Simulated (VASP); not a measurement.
A run of VASP 6.6.1:

File INCAR:

```
SYSTEM = RbLuS2
PREC     = Accurate       ! precision mode
ENCUT    = 600            ! plane-wave cutoff, eV
EDIFF    = 1E-6           ! SCF threshold, eV
ISMEAR   = 0              ! smearing method
SIGMA    = 0.01           ! smearing width, eV
LREAL    = .False.        ! projectors in reciprocal space
LASPH    = .True.         ! aspherical terms in the spheres
NELM     = 100            ! most SCF steps
ALGO     = Normal         ! electronic algorithm
ISIF     = 3              ! what is computed and relaxed
LWAVE    = .False.        ! write WAVECAR
LCHARG   = .False.        ! write CHGCAR
GGA      = PS             ! functional
IBRION   = 2              ! ionic algorithm
NSW      = 100            ! ionic steps
EDIFFG   = -0.002         ! ionic threshold
PSTRESS  = 40.0
```

The input KPOINTS:

```
Automatic mesh
0
Gamma
  6 6 6
  0 0 0
```

File POSCAR:

```
RbLuS2
1.0
    1.9674398821      1.1359019455      7.5391992770
   -1.9674398821      1.1359019455      7.5391992770
    0.0000000000     -2.2718038911      7.5391992770
Rb Lu S
1 1 2
Direct
    0.0000000000      0.0000000000      0.0000000000
    0.5000000000      0.5000000000      0.5000000000
    0.2302345203      0.2302345203      0.2302345203
    0.7697654797      0.7697654797      0.7697654797
```

Potentials or basis: VASP PAW PBE potentials, release 64 (Rb_sv, Lu, S).

The run is started by

```bash
$ cat potpaw_PBE.64/Rb_sv/POTCAR potpaw_PBE.64/Lu/POTCAR potpaw_PBE.64/S/POTCAR > POTCAR
$ mpirun -np 1 vasp_std > vasp.out
```

Hardware: 1 thread of Intel(R) Xeon(R) 6975P-C (Granite Rapids) (shared host).

**Question.** How long does it take, and how much memory?

**Answer.** Run time: 59 min on 1 thread of Intel(R) Xeon(R) 6975P-C (Granite Rapids) (shared host), peak memory 0.75 GiB. Counts: scf iterations 240, k points 32, ion steps 48.
